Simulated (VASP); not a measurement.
# Mg2Ga2O3 (Cmmm) in VASP: a series of runs

Mg2Ga2O3 is run at these levels: PBE; tasks: relaxation of cell and atoms, single point.

All numbers are computed with VASP 6.6.1; they aren't measurements. Logs are shortened: lines on timing, memory, paths and dates and some standing lists are left out, and cuts for length are marked.

## (1) The cell of the first run

It takes space group Cmmm (No. 65, orthorhombic). The conventional cell has a = 6.109 Å, b = 9.628 Å, c = 2.938 Å, α = 90.00°, β = 90.00°, γ = 90.00°. Mg (site symmetry m2m) has 5 O at 2.13 to 2.15 Å within 2.8 Å. Within 3.5 Å of Ga (site symmetry 2mm) lie 4 O at 2.26 to 2.41 Å and 4 Ga at 2.68 to 3.43 Å and 8 Mg at 3.12 to 3.32 Å. O (site symmetry 2/m) has 4 Mg at 2.13 Å and 2 Ga at 2.41 Å within 2.8 Å. Within 2.8 Å of O (site symmetry mmm) lie 2 Mg at 2.15 Å and 4 Ga at 2.26 Å.

## (2) Relaxation of cell and atoms, PBE (atoms taken out)

INCAR

```
PREC = Accurate ; ENCUT = 600
EDIFF = 1E-6 ; ISMEAR = 0
SIGMA = 0.1 ; LREAL = F
LASPH = T ; NELM = 80
ALGO = Normal ; ISIF = 3
LWAVE = F ; LCHARG = F
GGA = PE ; IBRION = 2
NSW = 100 ; EDIFFG = -0.01
```

KPOINTS

```
Automatic mesh
0
Gamma
  6 6 10
```

POSCAR

```
Mg2Ga2O3
1.0
    3.0544641993     -4.8142252390      0.0000000000
    3.0544641993      4.8142252390      0.0000000000
    0.0000000000      0.0000000000      2.9379637788
Mg Ga O
2 2 3
Direct
    0.7232328317      0.2767671683      0.5000000000
    0.2767671683      0.7232328317      0.5000000000
    0.7809996583      0.7809996583      0.0000000000
    0.2190003417      0.2190003417      0.0000000000
    0.0000000000      0.5000000000      0.0000000000
    0.5000000000      0.0000000000      0.0000000000
    0.5000000000      0.5000000000      0.5000000000
```

Potentials or basis: VASP PAW PBE potentials, release 64 (Mg, Ga_d, O).

Launch:

```
$ cat potpaw_PBE.64/Mg/POTCAR potpaw_PBE.64/Ga_d/POTCAR potpaw_PBE.64/O/POTCAR > POTCAR
$ mpirun -np 1 vasp_std > vasp.out
```

OUTCAR:

```text
PREC = Accurate
   ENCUT = 600
   EDIFF = 1E-6
   ISMEAR = 0
   LREAL = F
   LASPH = T
   NELM = 80
   ISIF = 3
   GGA = PE
   IBRION = 2
   NSW = 100
   EDIFFG = -0.01

 ion  position               nearest neighbor table
   1  0.723  0.277  0.500-   5 2.13   6 2.13   5 2.13   6 2.13   7 2.15   2 3.10   2 3.10   3 3.12
                             3 3.12   4 3.12   4 3.12
   2  0.277  0.723  0.500-   5 2.13   6 2.13   5 2.13   6 2.13   7 2.15   1 3.10   1 3.10   3 3.12
                             4 3.12   4 3.12   3 3.12
   3  0.781  0.781  0.000-   7 2.26   7 2.26   5 2.41   6 2.41   4 2.68   1 3.12   1 3.12   2 3.12
                             2 3.12
   4  0.219  0.219  0.000-   7 2.26   7 2.26   5 2.41   6 2.41   3 2.68   1 3.12   2 3.12   2 3.12
                             1 3.12
   5  0.000  0.500  0.000-   1 2.13   2 2.13   1 2.13   2 2.13   3 2.41   4 2.41
   6  0.500  0.000  0.000-   1 2.13   2 2.13   1 2.13   2 2.13   3 2.41   4 2.41
   7  0.500  0.500  0.500-   1 2.15   2 2.15   3 2.26   4 2.26   3 2.26   4 2.26

  LATTYP: Found a base centered orthorhombic cell.
 ALAT       =     6.1089283986
 B/A-ratio  =     1.5761275710
 C/A-ratio  =     0.4809294834

  Lattice vectors:

 A1 = (   3.0544641993,  -4.8142252390,   0.0000000000)
 A2 = (   3.0544641993,   4.8142252390,   0.0000000000)
 A3 = (   0.0000000000,   0.0000000000,   2.9379637788)

Analysis of symmetry for initial positions (statically):
=====================================================================
 Subroutine PRICEL returns:
 Original cell was already a primitive cell.

 Routine SETGRP: Setting up the symmetry group for a
 base centered orthorhombic supercell.

 Subroutine GETGRP returns: Found  8 space group operations
 (whereof  8 operations were pure point group operations)
 out of a pool of  8 trial point group operations.

The static configuration has the point symmetry D_2h.

Analysis of symmetry for dynamics (positions and initial velocities):
=====================================================================
 Subroutine PRICEL returns:
 Original cell was already a primitive cell.

 Routine SETGRP: Setting up the symmetry group for a
 base centered orthorhombic supercell.

 Subroutine GETGRP returns: Found  8 space group operations
 (whereof  8 operations were pure point group operations)
 out of a pool of  8 trial point group operations.

The dynamic configuration has the point symmetry D_2h.

 Subroutine INISYM returns: Found  8 space group operations
 (whereof  8 operations are pure point group operations),
 and found     1 'primitive' translations

----------------------------------------------------------------------------------------

                                     Primitive cell

  volume of cell :      86.4048

  direct lattice vectors                    reciprocal lattice vectors
     3.054464199 -4.814225239  0.000000000     0.163694831 -0.103858871  0.000000000
     3.054464199  4.814225239  0.000000000     0.163694831  0.103858871  0.000000000
     0.000000000  0.000000000  2.937963779     0.000000000  0.000000000  0.340371793

  length of vectors
     5.701448605  5.701448605  2.937963779     0.193862484  0.193862484  0.340371793

  position of ions in fractional coordinates (direct lattice)
     0.723232832  0.276767168  0.500000000
     0.276767168  0.723232832  0.500000000
     0.780999658  0.780999658  0.000000000
     0.219000342  0.219000342  0.000000000
     1.000000000  0.500000000  0.000000000
     0.500000000  1.000000000  0.000000000
     0.500000000  0.500000000  0.500000000

  ion indices of the primitive-cell ions
   primitive index   ion index
                 1           1
                 2           2
                 3           3
                 4           4
                 5           5
                 6           6
                 7           7

----------------------------------------------------------------------------------------

 KPOINTS: Automatic mesh

Automatic generation of k-mesh.
 Grid dimensions read from file:
 generate k-points for:    6    6   10

 Generating k-lattice:

  Cartesian coordinates                     Fractional coordinates (reciprocal lattice)
     0.027282472 -0.017309812  0.000000000     0.166666667  0.000000000  0.000000000
     0.027282472  0.017309812  0.000000000     0.000000000  0.166666667  0.000000000
     0.000000000  0.000000000  0.034037179     0.000000000  0.000000000  0.100000000

  Length of vectors
     0.032310414  0.032310414  0.034037179

  Shift w.r.t. Gamma in fractional coordinates (k-lattice)
     0.000000000  0.000000000  0.000000000

 Subroutine IBZKPT returns following result:
 ===========================================

 Found     78 irreducible k-points:

 Following reciprocal coordinates:
            Coordinates               Weight
  0.000000  0.000000  0.000000      1.000000
  0.166667  0.000000  0.000000      4.000000
  0.333333  0.000000  0.000000      4.000000
  0.500000  0.000000  0.000000      2.000000
  0.166667  0.166667  0.000000      2.000000
  0.333333  0.166667  0.000000      4.000000
[... 16 lines left out ...]
  0.333333  0.333333  0.100000      4.000000
  0.500000  0.333333  0.100000      8.000000
 [... further k-points ...]
   k-points           NKPTS =     78   k-points in BZ     NKDIM =     78   number of bands    NBANDS=     28
   number of dos      NEDOS =    301   number of ions     NIONS =      7
   total plane-waves  NPLWV =  55296
   dimension x,y,z NGX =    48 NGY =   48 NGZ =   24
   dimension x,y,z NGXF=    96 NGYF=   96 NGZF=   48
   ions per type =               2   2   3
   NGX,Y,Z   is equivalent  to a cutoff of  14.00, 14.00, 13.58 a.u.
   NGXF,Y,Z  is equivalent  to a cutoff of  27.99, 27.99, 27.16 a.u.
 SYSTEM =  unknown system
   PREC   = accura    normal or accurate (medium, high low for compatibility)
   ISTART =      0    job   : 0-new  1-cont  2-samecut
   ICHARG =      2    charge: 1-file 2-atom 10-const
   ISPIN  =      1    spin polarized calculation?
   LNONCOLLINEAR =      F non collinear calculations
   LSORBIT =      F    spin-orbit coupling
   LASPH  =      T    aspherical Exc in radial PAW
   ENCUT  =  600.0 eV  44.10 Ry    6.64 a.u.  11.39 11.39  5.87*2*pi/ulx,y,z
   NELM   =     80;   NELMIN=  2; NELMDL= -5     # of ELM steps
   EDIFF  = 0.1E-05   stopping-criterion for ELM
   LREAL  =      F    real-space projection
   EDIFFG = -.1E-01   stopping-criterion for IOM
   NSW    =    100    number of steps for IOM
   IBRION =      2    ionic relax: 0-MD 1-quasi-New 2-CG
   NFREE  =      1    steps in history (QN), initial steepest desc. (CG)
   ISIF   =      3    stress and relaxation
   ISYM   =      2    0-nonsym 1-usesym 2-fastsym
   POTIM  = 0.5000    time-step for ionic-motion
   TEBEG  =    0.0;   TEEND  =   0.0 temperature during run
   PSTRESS=    0.0 pullay stress
   NELECT =      48.0000    total number of electrons
   NUPDOWN=      -1.0000    fix difference up-down
   EMIN   =  10.00;   EMAX   =-10.00  energy-range for DOS
   EFERMI =   0.00;   METHOD = LEGACY
   ISMEAR =     0;   SIGMA  =   0.10  broadening in eV -4-tet -1-fermi 0-gaus
   EFERMI_NEDOS =   21; number of points for ismear=-14 and -15
   IALGO  =     38    algorithm
   IMIX   =      4    mixing-type and parameters
     AMIX     =   0.40;   BMIX     =  1.00
     AMIX_MAG =   1.60;   BMIX_MAG =  1.00
  volume/ion in A,a.u.               =      12.34        83.30
  Fermi-wavevector in a.u.,A,eV,Ry     =   1.345786  2.543166 24.642049  1.811139
  Thomas-Fermi vector in A             =   2.473671
   LORBIT       =      0    0 simple, 1 ext, 2 COOP (PROOUT), +10 PAW based schemes
   GGA     = PE    functional components
   LHFCALC =     F    Hartree Fock is set to
   AEXX    =    0.0000 exact exchange contribution
   IVDW    =     0    specifies the selected vdW correction
   LEPSILON=     F    determine dielectric tensor
   LRPA    =     F    only Hartree local field effects (RPA)
 conjugate gradient relaxation of ions
 non-spin polarized calculation
 Gauss-broadening in eV      SIGMA  =   0.10
  energy-cutoff  :      600.00
  volume of cell :       86.40
 maximum number of plane-waves:      2922
 NGX is ok and might be reduce to    48
   NGX = 23   NGY = 23   NGZ = 11

--------------------------------------- Ionic step        1  -------------------------------------------

 number of electron      47.9999992 magnetization

 Free energy of the ion-electron system (eV)
  ---------------------------------------------------
  ext. energy  EPLUGINS =         0.00000000
  ---------------------------------------------------
  free energy    TOTEN  =       -35.22031250 eV

  energy without entropy =      -35.21451277  energy(sigma->0) =      -35.21741264

------------------------ aborting loop because EDIFF is reached ----------------------------------------

  FORCE on cell =-STRESS in cart. coord.  units (eV):
  Direction    XX          YY          ZZ          XY          YZ          ZX
  --------------------------------------------------------------------------------------
  -------------------------------------------------------------------------------------
  Total       -1.1513834     -0.4303696     -0.0914458     -0.0000000      0.0000000      0.0000000
  in kB      -21.3497436     -7.9802095     -1.6956516     -0.0000000      0.0000000      0.0000000
  external PRESSURE =     -10.3418682 kB  Pullay stress =       0.0000000 kB
[... 272 lines left out ...]
  energy  without entropy=      -35.2329592275  energy(sigma->0) =      -35.23468676

--------------------------------------- Ionic step        8  -------------------------------------------

 number of electron      47.9999972 magnetization

 Free energy of the ion-electron system (eV)
  ---------------------------------------------------
  ext. energy  EPLUGINS =         0.00000000
  ---------------------------------------------------
  free energy    TOTEN  =       -35.23659226 eV

  energy without entropy =      -35.23319457  energy(sigma->0) =      -35.23489342

 E-fermi :   6.0753     XC(G=0): -10.9180

 val. band max:        6.0352181307   @ k =   0.5000   0.3333   0.0000
 cond. band min:       6.1303584758   @ k =   0.1667   0.0000   0.2000
 fundamental gap:      0.0951403451
 Fermi energy:         6.0753161611

 k-point     1 :       0.0000    0.0000    0.0000
  band No.  band energies     occupation
      1     -14.0913      2.00000
      2     -13.3281      2.00000
      3     -13.1573      2.00000
      4      -9.3289      2.00000
      5      -9.2611      2.00000
      6      -9.2595      2.00000
[... 733 lines left out ...]
     27      11.0313      0.00000
     28      11.7312      0.00000

 [... further k-points ...]
[... 5 lines left out ...]
  --------------------------------------------------------------------------------------
  -------------------------------------------------------------------------------------
  Total       -0.0480550     -0.0203820     -0.0332306      0.0000000      0.0000000      0.0000000
  in kB       -0.9051641     -0.3839156     -0.6259330      0.0000000      0.0000000      0.0000000
  external PRESSURE =      -0.6383376 kB  Pullay stress =       0.0000000 kB
[... 22 lines left out ...]
  FREE ENERGIE OF THE ION-ELECTRON SYSTEM (eV)
  ---------------------------------------------------
  free  energy   TOTEN  =       -35.2365922631 eV

  energy  without entropy=      -35.2331945722  energy(sigma->0) =      -35.23489342

 reached required accuracy - stopping structural energy minimisation
```

It took 12 min on 1 thread of Intel Xeon Platinum 8488C (Sapphire Rapids), shared host; peak memory 0.39 GiB.

What came out:

| Item | Value |
| --- | --- |
| Free energy | -35.2366 eV |
| Relaxed volume | 12.15 Å³/atom |
| Relaxed cell | a = 5.651 Å, b = 5.651 Å, c = 2.944 Å, α = 90.00°, β = 90.00°, γ = 115.17° |
| Space group after relaxing (to 0.1 Å) | Cmmm (No. 65) |
| Energy gained by relaxing | 2.3 meV/atom |
| Ionic steps | 8 |
| Pressure after relaxing | -0.1 GPa |
| Largest force after relaxing | 0.010 eV/Å |
| Band gap on the k mesh | zero (bands 24 and 25 overlap by 2.41 eV) |

Forces in eV/Å, atoms in the order of the input:
```
Mg   0.000 -0.002  0.000
Mg   0.000  0.002  0.000
Ga   0.010  0.000  0.000
Ga  -0.010  0.000  0.000
O    0.000  0.000  0.000
O    0.000  0.000  0.000
O    0.000  0.000  0.000
```

The path:
```csv
step,energy change (eV),largest force (eV/Å),pressure (GPa),volume (Å³)
1,0.0000,0.2880,-1.03,86.40
2,-0.0131,0.1576,-0.01,85.41
3,-0.0145,0.1015,0.28,85.07
4,-0.0146,0.0856,0.42,84.97
5,-0.0156,0.0371,-0.18,85.24
6,-0.0157,0.0192,-0.09,85.19
7,-0.0161,0.0103,-0.09,85.13
8,-0.0163,0.0099,-0.06,85.06
```

Final structure:
```
CELL_PARAMETERS angstrom
3.02880 -4.77020 0.00000
3.02880 4.77020 0.00000
0.00000 0.00000 2.94364
ATOMIC_POSITIONS crystal
Mg 0.72399 0.27601 0.50000
Mg 0.27601 0.72399 0.50000
Ga 0.78526 0.78526 0.00000
Ga 0.21474 0.21474 0.00000
O 0.00000 0.50000 0.00000
O 0.50000 0.00000 0.00000
O 0.50000 0.50000 0.50000
```

Caveat: the cell differs from its parent crystal (atoms taken out).

## (3) Single point, PBE (atoms taken out)

INCAR

```
SYSTEM = Mg2Ga2O3
PREC = Accurate
ENCUT = 520
EDIFF = 1E-7
ISMEAR = 0
SIGMA = 0.15
LREAL = .FALSE.
LASPH = .TRUE.
NELM = 60
ALGO = Normal
ISIF = 2
LWAVE = .FALSE.
LCHARG = .FALSE.
GGA = PE
NBANDS = 33
```

KPOINTS

```
Automatic mesh
0
G
  2 2 4
  0 0 0
```

POSCAR

```
Mg2Ga2O3
1.0
    3.0407526682     -4.7276977292      0.0000000000
    3.0407526682      4.7276977292      0.0000000000
    0.0000000000      0.0000000000      2.9452503379
Mg Ga O
2 2 3
Direct
    0.7247329555      0.2752670445      0.5000000000
    0.2752670445      0.7247329555      0.5000000000
    0.7858001904      0.7858001904      0.0000000000
    0.2141998096      0.2141998096      0.0000000000
    0.0000000000      0.5000000000      0.0000000000
    0.5000000000      0.0000000000      0.0000000000
    0.5000000000      0.5000000000      0.5000000000
```

Potentials or basis: VASP PAW PBE potentials, release 64 (Mg, Ga_d, O).

Launch:

```
$ cat potpaw_PBE.64/Mg/POTCAR potpaw_PBE.64/Ga_d/POTCAR potpaw_PBE.64/O/POTCAR > POTCAR
$ mpirun -np 1 vasp_std > vasp.out
```

Wall time 17 s (1 thread of AMD EPYC 9R45 (Zen 5), shared host); peak memory 0.16 GiB.

The run converged. Its results:

* Free energy: -35.3761 eV
* Pressure: -0.5 GPa
* Largest force: 0.008 eV/Å
* Band gap on the k mesh: zero (bands 24 and 25 overlap by 2.41 eV)

Forces in eV/Å, atoms in the order of the input:
```
Mg   0.000  0.008  0.000
Mg   0.000 -0.008  0.000
Ga   0.007  0.000  0.000
Ga  -0.007  0.000  0.000
O    0.000  0.000  0.000
O    0.000  0.000  0.000
O    0.000  0.000  0.000
```

Stress tensor (GPa, compression positive):
```
-0.69  0.00  0.00
 0.00 -0.23  0.00
 0.00  0.00 -0.60
```

Levels at points of the mesh, in eV from the Fermi level:
| k point | band 20 | band 21 | band 22 | band 23 | band 24 | band 25 | band 26 | band 27 | band 28 | band 29 |
| --- | --- | --- | --- | --- | --- | --- | --- | --- | --- | --- |
| (0.00, 0.00, 0.00) | -4.43 | -4.29 | -4.13 | -3.77 | -0.15 | 0.32 | 1.72 | 2.41 | 2.72 | 6.45 |
| (0.50, 0.00, 0.00) | -4.33 | -4.19 | -4.11 | -3.85 | -3.37 | 0.96 | 3.29 | 3.80 | 4.19 | 6.17 |
| (0.50, 0.50, 0.00) | -4.21 | -4.17 | -4.02 | -3.49 | -1.01 | -0.86 | 1.25 | 4.91 | 5.25 | 6.52 |
| (0.00, 0.00, 0.50) | -6.01 | -5.48 | -4.43 | -4.15 | -1.94 | 0.38 | 2.12 | 2.73 | 4.25 | 4.89 |
| (0.50, 0.00, 0.50) | -5.58 | -5.02 | -4.94 | -3.14 | -0.93 | 0.19 | 0.91 | 2.45 | 3.56 | 4.25 |
| (0.50, 0.50, 0.50) | -4.93 | -4.93 | -4.40 | -2.96 | -1.97 | -1.94 | 1.69 | 2.79 | 4.59 | 4.60 |

Caveat: the k points lie up to 0.61 Å⁻¹ apart, too coarse for converged energies and pressures of a metal; the cell differs from its parent crystal (atoms taken out).

(Continued in part 2 of 3.)

The gap in the log of VASP goes by the Fermi energy; the results here count the filled bands.